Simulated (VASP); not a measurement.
A run of VASP 6.6.1 is set up as follows.

The input INCAR:

```
SYSTEM = AlCo
ALGO = Normal
EDIFF = 1E-6
ENCUT = 520
GGA = PE
ISIF = 2
ISMEAR = -1
LASPH = .True.
LCHARG = .False.
LREAL = .False.
LWAVE = .False.
NBANDS = 13
NELM = 100
PREC = Accurate
SIGMA = 0.1
```

The input KPOINTS:

```
k-points
0
Gamma
  14 14 14
  0 0 0
```

File POSCAR:

```
AlCo
1.0
    2.8526159840      0.0000000000      0.0000000000
    0.0000000000      2.8526159840      0.0000000000
    0.0000000000      0.0000000000      2.8526159840
Co Al
1 1
Direct
    0.0000000000      0.0000000000      0.0000000000
    0.5000000000      0.5000000000      0.5000000000
```

Potentials or basis: VASP PAW PBE potentials, release 64 (Co, Al).

Launch:

```sh
$ cat potpaw_PBE.64/Co/POTCAR potpaw_PBE.64/Al/POTCAR > POTCAR
$ mpirun -np 1 vasp_std > vasp.out
```

Problem. Predict the pressure.

Solution. 0.0 GPa.

Problem. Predict the band gap on the k mesh.

Solution. Zero (bands 6 and 7 overlap by 2.63 eV).

Caveat: the run has no spin polarisation, though such a crystal can be magnetic. Spin polarisation is off, so any magnetic state and its effect on volume and gap are missing.
